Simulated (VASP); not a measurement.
# Pb (Fm-3m) in VASP: further runs, part 2 of 2

VASP 6.6.1. The steps go on from the part before.

## 3. Single point, LDA

This run uses another cell than the first one, of 29.11 Å³/atom, 0.980 times its volume.

File INCAR:

```
SYSTEM = Pb
PREC = Accurate ; ENCUT = 520
EDIFF = 1E-7 ; ISMEAR = -1
SIGMA = 0.05 ; LREAL = .FALSE.
LASPH = .TRUE. ; NELM = 80
ALGO = Normal ; ISIF = 2
LWAVE = .FALSE. ; LCHARG = .FALSE.
GGA = CA ; NBANDS = 13
```

File KPOINTS:

```
regular mesh
0
G
  9 9 9
  0 0 0
```

File POSCAR:

```
Pb
1.0
    0.0000000000      2.4415696833      2.4415696833
    2.4415696833      0.0000000000      2.4415696833
    2.4415696833      2.4415696833      0.0000000000
Pb
1
Direct
    0.0000000000      0.0000000000      0.0000000000
```

Potentials or basis: VASP PAW LDA potentials, release 64 (Pb_d).

Launch:

```bash
$ cat potpaw_LDA.64/Pb_d/POTCAR > POTCAR
$ mpirun -np 1 vasp_std > vasp.out
```

OUTCAR:

```text
SYSTEM = Pb
   PREC = Accurate
   ENCUT = 520
   EDIFF = 1E-7
   ISMEAR = -1
   LREAL = .FALSE.
   LASPH = .TRUE.
   NELM = 80
   ISIF = 2
   GGA = CA

 ion  position               nearest neighbor table
   1  0.000  0.000  0.000-

  LATTYP: Found a face centered cubic cell.
 ALAT       =     4.8831393666

  Lattice vectors:

 A1 = (   0.0000000000,   2.4415696833,   2.4415696833)
 A2 = (   2.4415696833,   0.0000000000,   2.4415696833)
 A3 = (   2.4415696833,   2.4415696833,   0.0000000000)

Analysis of symmetry for initial positions (statically):
[... 5 lines left out ...]
 face centered cubic supercell.

 Subroutine GETGRP returns: Found 48 space group operations
 (whereof 48 operations were pure point group operations)
 out of a pool of 48 trial point group operations.

The static configuration has the point symmetry O_h .

Analysis of symmetry for dynamics (positions and initial velocities):
[... 5 lines left out ...]
 face centered cubic supercell.

 Subroutine GETGRP returns: Found 48 space group operations
 (whereof 48 operations were pure point group operations)
 out of a pool of 48 trial point group operations.

The dynamic configuration has the point symmetry O_h .

 Subroutine INISYM returns: Found 48 space group operations
 (whereof 48 operations are pure point group operations),
 and found     1 'primitive' translations

[... 144 lines left out ...]
 fundamental gap:      0.2187858405
 Fermi energy:         7.3072556907

 k-point     1 :       0.0000    0.0000    0.0000
  band No.  band energies     occupation
      1      -9.5664      2.00000
      2      -9.5664      2.00000
      3      -9.5664      2.00000
      4      -9.4045      2.00000
      5      -9.4045      2.00000
      6      -4.5737      2.00000
      7      15.1510      0.00000
      8      15.1510      0.00000
      9      15.1510      0.00000
     10      17.3242      0.00000
     11      19.4690      0.00000
     12      20.2975      0.00000
     13      20.2975      0.00000
[... 354 lines left out ...]
  band No.  band energies     occupation
      1      -9.7496      2.00000
      2      -9.6470      2.00000
      3      -9.2681      2.00000
      4      -9.2252      2.00000
      5      -9.2252      2.00000
      6       0.2942      2.00000
      7       4.6591      2.00000
      8       9.6388      0.00000
      9       9.6388      0.00000
     10      13.1634      0.00000
     11      14.3784      0.00000
     12      25.9242      0.00000
     13      27.8870      0.00000

 [... further k-points ...]
[... 5 lines left out ...]
  --------------------------------------------------------------------------------------
  -------------------------------------------------------------------------------------
  Total       -0.0241549     -0.0241549     -0.0241549     -0.0000000      0.0000000      0.0000000
  in kB       -1.3294714     -1.3294714     -1.3294714     -0.0000000      0.0000000      0.0000000
  external PRESSURE =      -1.3294714 kB  Pullay stress =       0.0000000 kB

 VOLUME and BASIS-vectors are now :
 -----------------------------------------------------------------------------
  energy-cutoff  :      520.00
  volume of cell :       29.11
      direct lattice vectors                 reciprocal lattice vectors
     0.000000000  2.441569683  2.441569683    -0.204786291  0.204786291  0.204786291
     2.441569683  0.000000000  2.441569683     0.204786291 -0.204786291  0.204786291
     2.441569683  2.441569683  0.000000000     0.204786291  0.204786291 -0.204786291

 POSITION                                       TOTAL-FORCE (eV/Angst)
 -----------------------------------------------------------------------------------
      0.00000      0.00000      0.00000         0.000000     -0.000000      0.000000
 -----------------------------------------------------------------------------------
    total drift:                               -0.000000     -0.000000     -0.000000

  FREE ENERGIE OF THE ION-ELECTRON SYSTEM (eV)
  ---------------------------------------------------
  free  energy   TOTEN  =        -4.2728102860 eV

  energy  without entropy=       -4.2696867810  energy(sigma->0) =       -4.27124853
```

OSZICAR:

```text
N       E                     dE             d eps       ncg     rms          rms(c)
DAV:   1     0.103953201263E+03    0.10395E+03   -0.72072E+03   925   0.126E+03
DAV:   2     0.573817948279E+00   -0.10338E+03   -0.10031E+03   950   0.315E+02
DAV:   3    -0.418046058332E+01   -0.47543E+01   -0.47427E+01  1133   0.706E+01
DAV:   4    -0.428496962162E+01   -0.10451E+00   -0.10448E+00  1104   0.111E+01
DAV:   5    -0.428946030247E+01   -0.44907E-02   -0.44906E-02  1254   0.215E+00    0.585E-01
DAV:   6    -0.427659278447E+01    0.12868E-01   -0.15285E-02  1145   0.226E+00    0.277E-01
DAV:   7    -0.427309538167E+01    0.34974E-02   -0.61581E-03  1180   0.130E+00    0.833E-02
DAV:   8    -0.427281100339E+01    0.28438E-03   -0.35516E-04  1347   0.323E-01    0.823E-03
DAV:   9    -0.427281014453E+01    0.85886E-06   -0.73412E-06  1255   0.472E-02    0.371E-03
DAV:  10    -0.427281028642E+01   -0.14189E-06   -0.31976E-07  1120   0.731E-03    0.113E-04
DAV:  11    -0.427281028599E+01    0.43246E-09   -0.89483E-09   780   0.991E-04
   1 F= -.42728103E+01 E0= -.42712485E+01  d E =-.312350E-02
```

Wall time 23 s (1 thread of Intel Xeon 8259CL, shared host); peak memory 0.14 GiB.

What came out:

- Free energy: -4.2728 eV
- Pressure: -0.1 GPa
- Band gap on the k mesh: zero (band 7 reaches 15.15 eV, above the bottom of band 8 at 5.84 eV)

Caveat: spin-orbit coupling is left out, which moves the levels of the heavy elements.

## 4. Single point, LDA

File INCAR:

```
ALGO     = Normal         # electronic algorithm
EDIFF    = 1E-6           # SCF threshold, eV
ENCUT    = 520            # plane-wave cutoff, eV
GGA      = CA             # functional
ISIF     = 2              # what is computed and relaxed
ISMEAR   = -1             # smearing method
LASPH    = True           # aspherical terms in the spheres
LCHARG   = False          # write CHGCAR
LREAL    = False          # projectors in reciprocal space
LWAVE    = False          # write WAVECAR
NBANDS   = 13             # bands
NELM     = 100            # most SCF steps
PREC     = Accurate       # precision mode
SIGMA    = 0.05           # smearing width, eV
```

File KPOINTS:

```
k-points
0
Gamma
  9 9 9
```

File POSCAR:

```
Pb
1.0
    0.0000000000      2.4584086270      2.4584086270
    2.4584086270      0.0000000000      2.4584086270
    2.4584086270      2.4584086270      0.0000000000
Pb
1
Direct
    0.0000000000      0.0000000000      0.0000000000
```

Launch:

```bash
$ cat potpaw_LDA.64/Pb_d/POTCAR > POTCAR
$ mpirun -np 1 vasp_std > vasp.out
```

Wall time 22 s (1 thread of Intel Xeon 8259CL, shared host); peak memory 0.14 GiB.

The run converged. Its results:

- Free energy: -4.2706 eV
- Pressure: -1.2 GPa
- Band gap on the k mesh: zero (band 7 reaches 14.74 eV, above the bottom of band 8 at 5.65 eV)

Levels at points of the mesh, in eV from the Fermi level:
```csv
k point,band 4,band 5,band 6,band 7,band 8,band 9,band 10,band 11
"(0.00, 0.00, 0.00)",-16.72,-16.72,-11.75,7.67,7.67,7.67,10.00,11.88
```

Caveat: spin-orbit coupling is left out, which moves the levels of the heavy elements.

## 5. Single point, RPBE+D4

This run uses another cell than the first one, of 30.53 Å³/atom, 1.027 times its volume.

File INCAR:

```
PREC = Accurate
ENCUT = 520
EDIFF = 1E-6
ISMEAR = -1
SIGMA = 0.05
LREAL = False
LASPH = True
NELM = 80
ALGO = Normal
ISIF = 2
LWAVE = False
LCHARG = True
GGA = RP
IVDW = 13
LELF = True
LVHAR = True
NBANDS = 13
```

File KPOINTS:

```
Automatic mesh
0
Gamma
  9 9 9
```

File POSCAR:

```
Pb
1.0
    0.0000000000      2.4807065446      2.4807065446
    2.4807065446      0.0000000000      2.4807065446
    2.4807065446      2.4807065446      0.0000000000
Pb
1
Direct
    0.0000000000      0.0000000000      0.0000000000
```

Potentials or basis: VASP PAW PBE potentials, release 64 (Pb_d).

Launch:

```bash
$ cat potpaw_PBE.64/Pb_d/POTCAR > POTCAR
$ mpirun -np 1 vasp_std > vasp.out
```

Wall time 32 s (1 thread of Intel Xeon 8259CL, shared host); peak memory 0.16 GiB.

It converged, with:

```yaml
Free_energy: -3.8948 eV
Pressure: -0.1 GPa
Band_gap_on_the_k_mesh: zero (band 7 reaches 14.72 eV, above the bottom of band 8 at 5.80 eV)
Dispersion_energy_per_atom: -0.725 eV
```

Levels at points of the mesh, in eV from the Fermi level:
| k point | band 3 | band 4 | band 5 | band 6 | band 7 | band 8 | band 9 | band 10 | band 11 | band 12 |
| --- | --- | --- | --- | --- | --- | --- | --- | --- | --- | --- |
| (0.00, 0.00, 0.00) | -17.00 | -16.87 | -16.87 | -11.56 | 7.53 | 7.53 | 7.53 | 9.86 | 11.35 | 12.55 |

Caveat: the PAW data sets were made with another functional, which shifts forces and pressure a little; spin-orbit coupling is left out, which moves the levels of the heavy elements; pairwise dispersion overbinds metals, which lowers pressure and volume.

## 6. The runs side by side

```tsv
level	potentials or basis	cell	gap on the mesh (eV)	pressure (GPa)
PBE exchange alone	VASP PAW PBE potentials, release 64 (Pb_d)	a = 3.477 Å, angles 60.0°, 1 atom	none	12.9
LDA	VASP PAW LDA potentials, release 64 (Pb_d)	a = 3.453 Å, angles 60.0°, 1 atom	none	-0.1
LDA	VASP PAW LDA potentials, release 64 (Pb_d)	a = 3.477 Å, angles 60.0°, 1 atom	none	-1.2
RPBE+D4	VASP PAW PBE potentials, release 64 (Pb_d)	a = 3.508 Å, angles 60.0°, 1 atom	none	-0.1
```

Alike in all rows: task single point; no spin polarisation; k mesh 9 × 9 × 9; cutoff (eV) 520; smearing fermi-dirac 0.05 eV.

Caveats: spin-orbit coupling is left out, which moves the levels of the heavy elements; the PAW data sets were made with another functional, which shifts forces and pressure a little (some runs); pairwise dispersion overbinds metals, which lowers pressure and volume (some runs).

Absolute energies hang on the potentials; compare differences alone.
